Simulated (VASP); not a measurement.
# Ti3Al: single point with PBE

The system is Ti3Al.

```
CELL_PARAMETERS angstrom
2.92974 0.00000 0.00000
-1.46487 2.53723 0.00000
0.00000 0.00000 9.23153
ATOMIC_POSITIONS crystal
Ti 0.66667 0.33333 0.00000
Ti 0.33333 0.66667 0.76671
Ti 0.33333 0.66667 0.23329
Al 0.66667 0.33333 0.50000
```

This cell differs from its parent crystal: atoms shifted along a free coordinate, c/a of the conventional cell at fixed volume 3.1510.

| Property | Result |
| --- | --- |
| Program | VASP 6.6.1 |
| Task | single point |
| Functional | PBE |
| Potentials or basis | VASP PAW PBE potentials, release 64 (Ti_sv, Al) |
| Cutoff | 520 eV |
| k mesh | 15 × 15 × 6 |
| Occupations | gaussian, width 0.15 eV |
| Spin | no spin polarisation |

- Pressure: 1.3 GPa
- Largest force: 1.233 eV/Å
- Band gap on the k mesh: zero (an odd number of electrons rules out a gap without spin polarisation)

Forces in eV/Å, atoms in the order of the input:
```
Ti   0.000  0.000  0.000
Ti   0.000  0.000 -1.233
Ti   0.000  0.000  1.233
Al   0.000  0.000  0.000
```

Stress tensor (GPa, compression positive):
```
1.38 0.00 0.00
0.00 1.38 0.00
0.00 0.00 1.11
```

Levels at points of the mesh, in eV from the Fermi level:
| k point | band 17 | band 18 | band 19 | band 20 | band 21 | band 22 | band 23 | band 24 |
| --- | --- | --- | --- | --- | --- | --- | --- | --- |
| (0.00, 0.00, 0.00) | -1.10 | 0.68 | 0.68 | 0.72 | 0.72 | 0.99 | 1.19 | 1.20 |
| (0.00, 0.00, 0.50) | -1.40 | 0.68 | 0.68 | 0.71 | 0.71 | 0.85 | 1.20 | 1.20 |

Wall time 24 min on 1 thread of Intel Xeon 8259CL, on a shared host, peak memory 0.32 GiB.

Caveat: forces of over 1 eV/Å act on the atoms, so gaps and moduli don't describe the material at rest.
